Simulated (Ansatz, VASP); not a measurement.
**One calculation of KTaH6, two programs**

```
K Ta H
1.0
     3.92879    0.00000    0.00000
     0.00000    3.92879    0.00000
     0.00000    0.00000    9.11812
K Ta H
1 1 6
Direct
  0.00000 0.00000 0.00000
  0.00000 0.00000 0.50000
  0.50000 0.00000 0.00000
  0.50000 0.00000 0.50000
  0.00000 0.50000 0.00000
  0.00000 0.50000 0.50000
  0.00000 0.00000 0.29674
  0.00000 0.00000 0.70326
```

Alike in both runs: task relaxation of cell and atoms; functional PBE; k mesh 10 × 10 × 4; occupations gaussian, width 0.1 eV; no spin polarisation.

|  | VASP | Ansatz |
| --- | --- | --- |
| version | VASP 6.6.1 | Ansatz 0.2.0 |
| potentials or method | VASP PAW PBE potentials, release 64 (K_sv, Ta_pv, H), cutoff 600 eV | scalar-relativistic, plane waves, PAW |
| valence electrons in the cell | 26 | 28 |

Ansatz gave:

| Quantity | Value |
| --- | --- |
| gap on the k mesh at the Fermi level, each at its own relaxed structure (eV) | none |
| relaxed volume (Å³/atom) | 17.65 |
| relaxed cell length with the largest relative difference (Å) | 9.175 |

What did VASP give for the same quantities?

gap on the k mesh at the Fermi level, each at its own relaxed structure (eV): none; relaxed volume (Å³/atom): 17.69; relaxed cell length with the largest relative difference (Å): 9.191.

A gap of «none» marks a metal or a gap that the smearing closes. VASP's potentials hold 26 valence electrons a cell and Ansatz's 28, so a difference there can come from the potentials and not from the codes.

Spin-orbit coupling is off throughout.
